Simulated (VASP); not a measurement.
The system is ZnSe.

```
Zn Se
1.0
     0.00000    2.83380    2.83380
     2.83380    0.00000    2.83380
     2.83380    2.83380    0.00000
Zn Se
1 1
Direct
  0.00000 0.00000 0.00000
  0.75000 0.75000 0.75000
```

* Program: VASP 6.6.1
* Task: relaxation of cell and atoms
* Functional: LDA
* Potentials or basis: VASP PAW LDA potentials, release 64 (Zn, Se)
* Cutoff: 600 eV
* k mesh: 8 × 8 × 8
* Occupations: gaussian, width 0.02 eV
* Spin: no spin polarisation

At the start: pressure -3.1 GPa; volume 22.76 Å³/atom.

Task: How do energy, volume and symmetry change on relaxing?

Result: Over 3 steps the energy falls by 11.0 meV/atom and the volume is 21.67 Å³/atom (-4.8 %); space group F-43m (No. 216, to 0.05 Å).

Step by step:
| step | energy change (eV) | largest force (eV/Å) | pressure (GPa) | volume (Å³) |
| --- | --- | --- | --- | --- |
| 1 | 0.0000 | 0.0000 | -3.12 | 45.51 |
| 2 | -0.0195 | 0.0000 | 1.17 | 42.66 |
| 3 | -0.0220 | 0.0000 | 0.00 | 43.34 |

Final structure:
```xyz
2
Lattice="0.0000 2.7881 2.7881 2.7881 0.0000 2.7881 2.7881 2.7881 0.0000" Properties=species:S:1:pos:R:3 pbc="T T T"
Zn    0.0000    0.0000    0.0000
Se    4.1821    4.1821    4.1821
```
